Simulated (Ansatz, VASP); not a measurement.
## One calculation of Cd2Se5, two programs

```
Cd Se
1.0
     3.85616   -2.39329    0.00000
     3.85616    2.39329    0.00000
    -0.31807    0.00000   11.24835
Cd Se
2 5
Direct
  0.21695 0.45350 0.12111
  0.54650 0.78305 0.87889
  0.56782 0.79192 0.13538
  0.20808 0.43218 0.86462
  0.42565 0.26013 0.36669
  0.73987 0.57435 0.63331
  0.29614 0.70386 0.50000
```

Change from the starting cell: the structure that the rattled cell fell into.

Alike in both runs: task relaxation of cell and atoms; functional PBE; k mesh 8 × 8 × 4; occupations gaussian, width 0.1 eV; no spin polarisation.

|  | VASP | Ansatz |
| --- | --- | --- |
| version | VASP 6.6.1 | Ansatz 0.2.0 |
| potentials or method | VASP PAW PBE potentials, release 64 (Cd, Se), cutoff 600 eV | scalar-relativistic, plane waves, PAW |
| valence electrons in the cell | 54 | 120 |

```csv
,VASP,Ansatz,Ansatz less VASP
"gap on the k mesh at the Fermi level, each at its own relaxed structure (eV)",none,none,-
relaxed volume (Å³/atom),29.99,29.84,-0.150
relaxed cell length with the largest relative difference (Å),4.553,4.538,-0.0156
```

A gap of «none» marks a metal or a gap that the smearing closes. VASP's potentials hold 54 valence electrons a cell and Ansatz's 120, so a difference there can come from the potentials and not from the codes.
